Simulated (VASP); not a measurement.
# TaN (P2_1) in VASP: further runs, part 2 of 2

VASP 6.6.1.

### 3 Single point, PBEsol (mode 4 frozen in at -0.047 Å and mode 5 at -0.095 Å (largest displacements))

INCAR

```
PREC     = Accurate       # precision mode
ENCUT    = 520            # plane-wave cutoff, eV
EDIFF    = 1E-7           # SCF threshold, eV
ISMEAR   = 0              # smearing method
SIGMA    = 0.15           # smearing width, eV
LREAL    = False          # projectors in reciprocal space
LASPH    = True           # aspherical terms in the spheres
NELM     = 100            # most SCF steps
ALGO     = Normal         # electronic algorithm
ISIF     = 2              # what is computed and relaxed
LWAVE    = False          # write WAVECAR
LCHARG   = False          # write CHGCAR
GGA      = PS             # functional
NBANDS   = 24             # bands
```

KPOINTS

```
regular mesh
0
Gamma
  15 15 8
```

POSCAR

```
TaN
1.0
    2.8891806446      0.0000000000      0.0000000000
   -1.4445903223      2.5021038344      0.0000000000
    0.0000000000      0.0000000000      5.8600190937
Ta N
2 2
Direct
   -0.0352954983     -0.0378481495      0.0000000000
    0.0352954983      0.0378481495      0.5000000000
    0.3333333333      0.6666666667      0.2500000000
    0.6666666667      0.3333333333      0.7500000000
```

Potentials or basis: VASP PAW PBE potentials, release 64 (Ta_pv, N).

The run is started by

```bash
$ cat potpaw_PBE.64/Ta_pv/POTCAR potpaw_PBE.64/N/POTCAR > POTCAR
$ mpirun -np 1 vasp_std > vasp.out
```

OUTCAR:

```text
PREC = Accurate
   ENCUT = 520
   EDIFF = 1E-7
   ISMEAR = 0
   LREAL = False
   LASPH = True
   NELM = 100
   ISIF = 2
   GGA = PS

 ion  position               nearest neighbor table
   1  0.965  0.962  0.000-   4 2.15   3 2.16   3 2.22   4 2.23   4 2.29   3 2.29   2 2.94   2 2.94

   2  0.035  0.038  0.500-   3 2.15   4 2.16   4 2.22   3 2.23   3 2.29   4 2.29   1 2.94   1 2.94

   3  0.333  0.667  0.250-   2 2.15   1 2.16   1 2.22   2 2.23   2 2.29   1 2.29
   4  0.667  0.333  0.750-   1 2.15   2 2.16   2 2.22   1 2.23   1 2.29   2 2.29

  LATTYP: Found a hexagonal cell.
 ALAT       =     2.8891806446
 C/A-ratio  =     2.0282633087

  Lattice vectors:

 A1 = (   2.8891806446,   0.0000000000,   0.0000000000)
 A2 = (  -1.4445903223,   2.5021038344,   0.0000000000)
 A3 = (   0.0000000000,   0.0000000000,   5.8600190937)

Analysis of symmetry for initial positions (statically):
=====================================================================
 Subroutine PRICEL returns:
 Original cell was already a primitive cell.
[... 170 lines left out ...]
  ---------------------------------------------------
  ext. energy  EPLUGINS =         0.00000000
  ---------------------------------------------------
  free energy    TOTEN  =       -46.61044613 eV

  energy without entropy =      -46.59751559  energy(sigma->0) =      -46.60398086

 E-fermi :   8.2976     XC(G=0): -13.5979

 val. band max:        8.2918880524   @ k =  -0.3333  -0.4000  -0.1250
 cond. band min:       8.3006976047   @ k =  -0.1333   0.1333   0.0000
 fundamental gap:      0.0088095523
 Fermi energy:         8.2976295576

 k-point     1 :       0.0000    0.0000    0.0000
  band No.  band energies     occupation
      1     -27.2640      2.00000
      2     -26.4390      2.00000
      3     -26.1489      2.00000
      4     -26.1445      2.00000
      5     -26.0882      2.00000
      6     -26.0789      2.00000
[... 637 lines left out ...]
     23      12.7412      0.00000
     24      14.0499      0.00000

 [... further k-points ...]
[... 5 lines left out ...]
  --------------------------------------------------------------------------------------
  -------------------------------------------------------------------------------------
  Total        0.5542505      0.6856053      1.0647259      0.0884550      0.0000000      0.0000000
  in kB       20.9622348     25.9301903     40.2688621      3.3454465      0.0000000      0.0000000
  external PRESSURE =      29.0537624 kB  Pullay stress =       0.0000000 kB

 VOLUME and BASIS-vectors are now :
 -----------------------------------------------------------------------------
  energy-cutoff  :      520.00
  volume of cell :       42.36
      direct lattice vectors                 reciprocal lattice vectors
     2.889180645  0.000000000  0.000000000     0.346118891  0.199831835  0.000000000
    -1.444590322  2.502103834  0.000000000     0.000000000  0.399663670  0.000000000
     0.000000000  0.000000000  5.860019094     0.000000000  0.000000000  0.170647908

 POSITION                                       TOTAL-FORCE (eV/Angst)
 -----------------------------------------------------------------------------------
      1.39729      2.40740      0.00000         0.685074      1.371108      0.002420
      0.04730      0.09470      2.93001        -0.685074     -1.371108      0.002420
     -0.00000      1.66807      1.46500        -0.055171      0.041410     -0.002420
      1.44459      0.83403      4.39501         0.055171     -0.041410     -0.002420
 -----------------------------------------------------------------------------------
    total drift:                                0.000000     -0.000000      0.000002

  FREE ENERGIE OF THE ION-ELECTRON SYSTEM (eV)
  ---------------------------------------------------
  free  energy   TOTEN  =       -46.6104461301 eV

  energy  without entropy=      -46.5975155859  energy(sigma->0) =      -46.60398086
```

OSZICAR:

```text
N       E                     dE             d eps       ncg     rms          rms(c)
DAV:   1     0.261707902831E+03    0.26171E+03   -0.17138E+04 27128   0.141E+03
DAV:   2    -0.383133956545E+02   -0.30002E+03   -0.28529E+03 32552   0.409E+02
DAV:   3    -0.513264254416E+02   -0.13013E+02   -0.12805E+02 34552   0.825E+01
DAV:   4    -0.514822281355E+02   -0.15580E+00   -0.15551E+00 30752   0.937E+00
DAV:   5    -0.514842694290E+02   -0.20413E-02   -0.20407E-02 34832   0.887E-01    0.344E+01
DAV:   6    -0.468743687320E+02    0.46099E+01   -0.17044E+01 33808   0.293E+01    0.150E+01
DAV:   7    -0.466733580826E+02    0.20101E+00   -0.12308E+00 31472   0.767E+00    0.909E+00
DAV:   8    -0.466163362941E+02    0.57022E-01   -0.20484E-01 35160   0.349E+00    0.123E+00
DAV:   9    -0.466107694596E+02    0.55668E-02   -0.17599E-02 32288   0.823E-01    0.209E-01
DAV:  10    -0.466105542739E+02    0.21519E-03   -0.14841E-03 33040   0.369E-01    0.118E-01
DAV:  11    -0.466104452125E+02    0.10906E-03   -0.31892E-04 33752   0.128E-01    0.737E-03
DAV:  12    -0.466104464102E+02   -0.11978E-05   -0.18207E-05 29896   0.325E-02    0.308E-03
DAV:  13    -0.466104463091E+02    0.10111E-06   -0.17332E-07 29080   0.305E-03    0.242E-03
DAV:  14    -0.466104461366E+02    0.17252E-06   -0.53551E-08 17072   0.226E-03    0.540E-04
DAV:  15    -0.466104461301E+02    0.64738E-08   -0.74623E-09 15368   0.832E-04
   1 F= -.46610446E+02 E0= -.46603981E+02  d E =-.129305E-01
```

It took 9.2 min on 1 thread of Oxide Virtual Turin-like, shared host; peak memory 0.53 GiB.

Results:

```
Free energy            : -46.6104 eV
Pressure               : 2.9 GPa
Largest force          : 1.533 eV/Å
Band gap on the k mesh : zero (band 16 reaches 8.78 eV, above the bottom of band 17 at 7.86 eV)
```

Forces on the atoms (eV/Å):
```
Ta   0.685  1.371  0.002
Ta  -0.685 -1.371  0.002
N   -0.055  0.041 -0.002
N    0.055 -0.041 -0.002
```

Caveat: the cell differs from its parent crystal (mode 4 frozen in at -0.047 Å and mode 5 at -0.095 Å (largest displacements)); the PAW data sets were made with another functional, which shifts forces and pressure a little; spin-orbit coupling is left out, which moves the levels of the heavy elements.
